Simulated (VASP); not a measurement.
Crystal: Sb.

```xyz
1
Lattice="0.0000 2.4700 2.4700 2.4700 0.0000 2.4700 2.4700 2.4700 0.0000" Properties=species:S:1:pos:R:3 pbc="T T T"
Sb    0.0000    0.0000    0.0000
```

This isn't the form of Sb at room conditions, which is rhombohedral.

| Property | Result |
| --- | --- |
| Program | VASP 6.6.1 |
| Task | relaxation of cell and atoms |
| Functional | r2SCAN |
| Potentials or basis | VASP PAW PBE potentials, release 64 (Sb) |
| Cutoff | 550 eV |
| k mesh | 8 × 8 × 8 |
| Occupations | fermi-dirac, width 0.1 eV |
| Spin | no spin polarisation |

At the start: pressure -5.0 GPa; volume 30.14 Å³/atom.

Question: How do energy, volume and symmetry change on relaxing?

Answer: Over 6 steps the energy falls by 47.5 meV/atom and the volume is 27.35 Å³/atom (-9.3 %); space group Fm-3m (No. 225, to 0.1 Å) before and after.

The path:
```tsv
step	energy change (eV)	largest force (eV/Å)	pressure (GPa)	volume (Å³)
1	0.0000	0.0000	-4.99	30.14
2	-0.0376	0.0000	2.94	26.23
3	-0.0475	0.0000	-0.11	27.35
4	-0.0475	0.0000	0.13	27.29
5	-0.0475	0.0000	-0.07	27.38
6	-0.0475	0.0000	0.01	27.35
```

Final structure:
```
CELL_PARAMETERS angstrom
0.00000 2.39133 2.39133
2.39133 0.00000 2.39133
2.39133 2.39133 0.00000
ATOMIC_POSITIONS crystal
Sb 0.00000 0.00000 0.00000
```

Caveat: the PAW data sets were made with another functional, which shifts forces and pressure a little.
